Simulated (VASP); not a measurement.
Set up this calculation in VASP 6.6.1, as the native input.

```
Task                   : single point
Functional             : r2SCAN
Dispersion             : D3(BJ)
Potentials or basis    : VASP PAW PBE potentials, release 64 (La)
Cutoff                 : 550 eV
k mesh                 : 6 × 6 × 3, shifted
Occupations            : methfessel-paxton, width 0.1 eV
Spin                   : no spin polarisation
Dipole correction      : no
Further INCAR settings : ALGO = Normal; EDIFF = 1e-06; NBANDS = 18; ISYM = -1
```

Crystal: La.

```
CELL_PARAMETERS angstrom
3.75000 0.00000 0.00000
-1.87500 3.24760 0.00000
0.00000 0.00000 6.07000
ATOMIC_POSITIONS crystal
La 0.33333 0.66667 0.25000
La 0.66667 0.33333 0.75000
```

These files were run (other wordings do the same):

POSCAR

```
La
1.0
    3.7500000000      0.0000000000      0.0000000000
   -1.8750000000      3.2476000000      0.0000000000
    0.0000000000      0.0000000000      6.0700000000
La
2
Direct
    0.3333333333      0.6666666667      0.2500000000
    0.6666666667      0.3333333333      0.7500000000
```

INCAR.step1

```
SYSTEM = La
  PREC = Accurate
  ENCUT = 550
  ISMEAR = 1
  SIGMA = 0.1
  LREAL = .FALSE.
  LASPH = .TRUE.
  NELM = 200
  ISYM = -1
  NBANDS = 18
  GGA = PE
  ALGO = Normal
  EDIFF = 1E-5
  LWAVE = .TRUE.
  LCHARG = .FALSE.
  GGA_COMPAT = .FALSE.
  LMAXMIX = 6
```

INCAR.step2

```
SYSTEM = La
  PREC = Accurate
  ENCUT = 550
  EDIFF = 1E-6
  ISMEAR = 1
  SIGMA = 0.1
  LREAL = .FALSE.
  LASPH = .TRUE.
  NELM = 200
  ALGO = Normal
  ISIF = 2
  LWAVE = .FALSE.
  LCHARG = .TRUE.
  METAGGA = R2SCAN
  LMIXTAU = .TRUE.
  IVDW = 12
  VDW_S6 = 1.0
  VDW_S8 = 0.78981345
  VDW_A1 = 0.49484001
  VDW_A2 = 5.73083694
  LELF = .TRUE.
  LVHAR = .TRUE.
  ISYM = -1
  NBANDS = 18
  ISTART = 1
  GGA_COMPAT = .FALSE.
  LMAXMIX = 6
```

KPOINTS

```
explicit points
54
Reciprocal
  0.08333333   0.08333333   0.00000000 2
  0.08333333   0.08333333   0.33333333 2
  0.08333333   0.08333333   0.66666667 2
  0.08333333   0.25000000   0.00000000 2
  0.08333333   0.25000000   0.33333333 2
  0.08333333   0.25000000   0.66666667 2
  0.08333333   0.41666667   0.00000000 2
  0.08333333   0.41666667   0.33333333 2
  0.08333333   0.41666667   0.66666667 2
  0.08333333   0.58333333   0.00000000 2
  0.08333333   0.58333333   0.33333333 2
  0.08333333   0.58333333   0.66666667 2
  0.08333333   0.75000000   0.00000000 2
  0.08333333   0.75000000   0.33333333 2
  0.08333333   0.75000000   0.66666667 2
  0.08333333   0.91666667   0.00000000 2
  0.08333333   0.91666667   0.33333333 2
  0.08333333   0.91666667   0.66666667 2
  0.25000000   0.08333333   0.00000000 2
  0.25000000   0.08333333   0.33333333 2
  0.25000000   0.08333333   0.66666667 2
  0.25000000   0.25000000   0.00000000 2
  0.25000000   0.25000000   0.33333333 2
  0.25000000   0.25000000   0.66666667 2
  0.25000000   0.41666667   0.00000000 2
  0.25000000   0.41666667   0.33333333 2
  0.25000000   0.41666667   0.66666667 2
  0.25000000   0.58333333   0.00000000 2
  0.25000000   0.58333333   0.33333333 2
  0.25000000   0.58333333   0.66666667 2
  0.25000000   0.75000000   0.00000000 2
  0.25000000   0.75000000   0.33333333 2
  0.25000000   0.75000000   0.66666667 2
  0.25000000   0.91666667   0.00000000 2
  0.25000000   0.91666667   0.33333333 2
  0.25000000   0.91666667   0.66666667 2
  0.41666667   0.08333333   0.00000000 2
  0.41666667   0.08333333   0.33333333 2
  0.41666667   0.08333333   0.66666667 2
  0.41666667   0.25000000   0.00000000 2
  0.41666667   0.25000000   0.33333333 2
  0.41666667   0.25000000   0.66666667 2
  0.41666667   0.41666667   0.00000000 2
  0.41666667   0.41666667   0.33333333 2
  0.41666667   0.41666667   0.66666667 2
  0.41666667   0.58333333   0.00000000 2
  0.41666667   0.58333333   0.33333333 2
  0.41666667   0.58333333   0.66666667 2
  0.41666667   0.75000000   0.00000000 2
  0.41666667   0.75000000   0.33333333 2
  0.41666667   0.75000000   0.66666667 2
  0.41666667   0.91666667   0.00000000 2
  0.41666667   0.91666667   0.33333333 2
  0.41666667   0.91666667   0.66666667 2
```

Potentials or basis: VASP PAW PBE potentials, release 64 (La).

Command:

```sh
$ cat potpaw_PBE.64/La/POTCAR > POTCAR
$ cp INCAR.step1 INCAR
$ mpirun -np 1 vasp_std > vasp.out
$ cp INCAR.step2 INCAR
$ mpirun -np 1 vasp_std > vasp.out
```

It gave:

```yaml
Pressure: -0.3 GPa
Largest_force: 0.058 eV/Å
Band_gap_on_the_k_mesh: zero (bands 11 and 12 overlap by 0.96 eV)
Dispersion_energy_per_atom: -0.197 eV
```

Caveat: three body term missing; the PAW data sets were made with another functional, which shifts forces and pressure a little; spin-orbit coupling is left out, which moves the levels of the heavy elements.

Run time: 4 min on 1 thread of Intel(R) Xeon(R) Platinum 8488C (Sapphire Rapids) (shared host), peak memory 0.26 GiB.
